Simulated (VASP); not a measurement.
Here is a VASP 6.6.1 calculation.

File INCAR:

```
SYSTEM = BaS
PREC     = Accurate       ! precision mode
ENCUT    = 520            ! plane-wave cutoff, eV
EDIFF    = 1E-7           ! SCF threshold, eV
ISMEAR   = 0              ! smearing method
SIGMA    = 0.02           ! smearing width, eV
LREAL    = .FALSE.        ! projectors in reciprocal space
LASPH    = .TRUE.         ! aspherical terms in the spheres
NELM     = 100            ! most SCF steps
ALGO     = Normal         ! electronic algorithm
ISIF     = 2              ! what is computed and relaxed
LWAVE    = .FALSE.        ! write WAVECAR
LCHARG   = .TRUE.         ! write CHGCAR
GGA      = PS             ! functional
LELF     = .TRUE.         ! ELF
LVHAR    = .TRUE.       
NBANDS   = 15             ! bands
```

Contents of KPOINTS:

```
regular mesh
0
G
  8 8 8
  0 0 0
```

The input POSCAR:

```
BaS
1.0
    0.0000000000      3.1485584375      3.1485584375
    3.1485584375      0.0000000000      3.1485584375
    3.1485584375      3.1485584375      0.0000000000
Ba S
1 1
Direct
    0.0000000000      0.0000000000      0.0000000000
    0.5000000000      0.5000000000      0.5000000000
```

Potentials or basis: VASP PAW PBE potentials, release 64 (Ba_sv, S).

Launch:

```bash
$ cat potpaw_PBE.64/Ba_sv/POTCAR potpaw_PBE.64/S/POTCAR > POTCAR
$ mpirun -np 1 vasp_std > vasp.out
```

(1) Estimate the band gap on the k mesh.

(2) Predict the pressure.

## Answers

(1) 1.90 eV (least direct gap 2.01 eV).

(2) 1.5 GPa.

Caveat: the cell differs from its parent crystal (strained); the PAW data sets were made with another functional, which shifts forces and pressure a little; spin-orbit coupling is left out, which moves the levels of the heavy elements.
